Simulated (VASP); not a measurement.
Wanted: the native input for a VASP 6.6.1 run.

* Task: single point
* Functional: r2SCAN
* Potentials or basis: VASP PAW PBE potentials, release 64 (Al, N)
* Cutoff: 660 eV
* k mesh: 10 × 10 × 10
* Occupations: gaussian, width 0.01 eV
* Spin: no spin polarisation
* Dipole correction: no
* Further INCAR settings: ALGO = Normal; EDIFF = 1e-06; NBANDS = 11

AlN (rock salt):

```
CELL_PARAMETERS angstrom
0.00000 2.04911 2.04911
2.04911 0.00000 2.04911
2.04911 2.04911 0.00000
ATOMIC_POSITIONS crystal
Al 0.00000 0.00000 0.00000
N 0.50000 0.50000 0.50000
```

This cell differs from its parent crystal: volume scaled by 1.04.

These files were run (other wordings do the same):

POSCAR

```
AlN
1.0
    0.0000000000      2.0491148942      2.0491148942
    2.0491148942      0.0000000000      2.0491148942
    2.0491148942      2.0491148942      0.0000000000
Al N
1 1
Direct
    0.0000000000      0.0000000000      0.0000000000
    0.5000000000      0.5000000000      0.5000000000
```

INCAR.step1

```
SYSTEM = AlN
PREC = Accurate ; ENCUT = 660
ISMEAR = 0 ; SIGMA = 0.01
LREAL = .FALSE. ; LASPH = .TRUE.
NELM = 120 ; NBANDS = 11
GGA = PE ; ALGO = Normal
EDIFF = 1E-5 ; LWAVE = .TRUE.
LCHARG = .FALSE. ; GGA_COMPAT = .FALSE.
```

INCAR.step2

```
SYSTEM = AlN
PREC = Accurate ; ENCUT = 660
EDIFF = 1E-6 ; ISMEAR = 0
SIGMA = 0.01 ; LREAL = .FALSE.
LASPH = .TRUE. ; NELM = 120
ALGO = Normal ; ISIF = 2
LWAVE = .FALSE. ; LCHARG = .FALSE.
METAGGA = R2SCAN ; LMIXTAU = .TRUE.
NBANDS = 11 ; ISTART = 1
GGA_COMPAT = .FALSE.
```

KPOINTS

```
regular mesh
0
G
  10 10 10
  0 0 0
```

Potentials or basis: VASP PAW PBE potentials, release 64 (Al, N).

The run is started by

```bash
$ cat potpaw_PBE.64/Al/POTCAR potpaw_PBE.64/N/POTCAR > POTCAR
$ cp INCAR.step1 INCAR
$ mpirun -np 1 vasp_std > vasp.out
$ cp INCAR.step2 INCAR
$ mpirun -np 1 vasp_std > vasp.out
```

It gave:

* Pressure: -12.0 GPa
* Band gap on the k mesh: 5.08 eV, indirect (least direct gap 5.92 eV)

Caveat: the PAW data sets were made with another functional, which shifts forces and pressure a little.

Wall time 54 s on 1 thread of Intel Xeon 8259CL, with other jobs on the host, peak memory 0.14 GiB.
